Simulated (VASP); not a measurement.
Crystal: Cu.

```xyz
1
Lattice="-1.4350 1.4350 1.4350 1.4350 -1.4350 1.4350 1.4350 1.4350 -1.4350" Properties=species:S:1:pos:R:3 pbc="T T T"
Cu    0.0000    0.0000    0.0000
```

This isn't the form of Cu at room conditions, which is fcc.

| Item | Value |
| --- | --- |
| Program | VASP 6.6.1 |
| Task | relaxation of cell and atoms |
| Functional | PBEsol |
| Potentials or basis | VASP PAW PBE potentials, release 64 (Cu) |
| Cutoff | 600 eV |
| k mesh | 12 × 12 × 12 |
| Occupations | fermi-dirac, width 0.1 eV |
| Spin | no spin polarisation |

At the start: pressure -5.1 GPa; volume 11.82 Å³/atom.

Q: Where does the relaxation end?

A: Over 3 steps the energy falls by 6.7 meV/atom and the volume is 11.41 Å³/atom (-3.4 %); space group Im-3m (No. 229, to 0.1 Å) before and after.

Step by step:
```csv
step,energy change (eV),largest force (eV/Å),pressure (GPa),volume (Å³)
1,0.0000,0.0000,-5.14,11.82
2,-0.0043,0.0000,3.46,11.18
3,-0.0067,0.0000,0.01,11.41
```

Final structure:
```
Cu
1.0
    -1.41839    1.41839    1.41839
     1.41839   -1.41839    1.41839
     1.41839    1.41839   -1.41839
Cu
1
Cartesian
  0.0000 0.0000 0.0000
```

Caveat: the PAW data sets were made with another functional, which shifts forces and pressure a little.
